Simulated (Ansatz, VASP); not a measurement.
# One calculation of Ti3S2, two programs

File INCAR:

```
SYSTEM = Ti3S2
PREC     = Accurate       ! precision mode
ENCUT    = 520            ! plane-wave cutoff, eV
EDIFF    = 1E-6           ! SCF threshold, eV
ISMEAR   = -1             ! smearing method
SIGMA    = 0.05           ! smearing width, eV
LREAL    = .FALSE.        ! projectors in reciprocal space
LASPH    = .TRUE.         ! aspherical terms in the spheres
NELM     = 150            ! most SCF steps
ALGO     = Normal         ! electronic algorithm
ISIF     = 2              ! what is computed and relaxed
LWAVE    = .FALSE.        ! write WAVECAR
LCHARG   = .FALSE.        ! write CHGCAR
LMAXMIX  = 4              ! l up to which the mixer works
LDAU     = .TRUE.         ! DFT+U
LDAUTYPE = 2            
LDAUL    = 2 -1           ! shell
LDAUU    = 2 0            ! U, eV
LDAUJ    = 0 0          
LDAUPRINT= 1            
GGA      = PS             ! functional
NBANDS   = 32             ! bands
```

Contents of KPOINTS:

```
Automatic mesh
0
G
  6 6 6
  0 0 0
```

File POSCAR:

```
Ti3S2
1.0
    2.7131139241      1.5664170544      3.2376184047
   -2.7131139241      1.5664170544      3.2376184047
    0.0000000000     -3.1328341088      3.2376184047
Ti S
3 2
Direct
    0.0000000000      0.3356550000      0.6643450000
    0.6643450000      0.0000000000      0.3356550000
    0.3356550000      0.6643450000      0.0000000000
    0.1678390000      0.1678390000      0.1678390000
    0.8321610000      0.8321610000      0.8321610000
```

input.yaml

```yaml
crystal:
  lattice:
    - [2.7131139241, 1.5664170544, 3.2376184047]
    - [-2.7131139241, 1.5664170544, 3.2376184047]
    - [0.0, -3.1328341088, 3.2376184047]
  atoms:
    - { symbol: Ti, position: [0.0, 0.335655, 0.664345] }
    - { symbol: Ti, position: [0.664345, 0.0, 0.335655] }
    - { symbol: Ti, position: [0.335655, 0.664345, 0.0] }
    - { symbol: S, position: [0.167839, 0.167839, 0.167839] }
    - { symbol: S, position: [0.832161, 0.832161, 0.832161] }
hamiltonian:
  xc: pbesol
  pseudopotentials: { kind: paw }
  hubbard: { sites: [{ species: Ti, l: d, u_eff: 2.0 }] }
kpoints:
  mp_grid: { grid: [6, 6, 6] }
scf:
  occupations: { method: fermi_dirac, width: 0.05 }
  n_extra_bands: 12
output:
  forces: true
  stress: true
  eigenvalues: true
  dos: { projected: true, de: 0.05, nscf_kmesh: { grid: [9, 9, 9] } }
```

Alike in both runs: functional PBEsol; k mesh 6 × 6 × 6; occupations fermi-dirac, width 0.05 eV; no spin polarisation; Hubbard terms Ti d U = 2.0 eV.

|  | VASP | Ansatz |
| --- | --- | --- |
| version | VASP 6.6.1 | Ansatz 0.2.0 |
| potentials or method | VASP PAW PBE potentials, release 64 (Ti_sv, S) | Ansatz PAW |
| plane-wave cutoff (eV) | 520 | 420 |
| valence electrons in the cell | 48 | 48 |
| task | single point | projected density of states |

Ansatz gave:

* gap on the k mesh at the Fermi level (eV): none
* pressure (GPa): -2.4
* traceless stress, the component that is largest in VASP (GPa): -0.26
* rms of the force components (eV/Å): 0.015

Estimate VASP's values.

gap on the k mesh at the Fermi level (eV): none; pressure (GPa): -1.3; traceless stress, the component that is largest in VASP (GPa): 0.11; rms of the force components (eV/Å): 0.010.

VASP's potentials were made for PBE, not for PBEsol. The programs project onto different local orbitals, so the same U acts differently, and such runs can settle in different states. Atom by atom the forces differ by 0.025 eV/Å (rms over components). A gap of «none» marks a metal or a gap that the smearing closes.
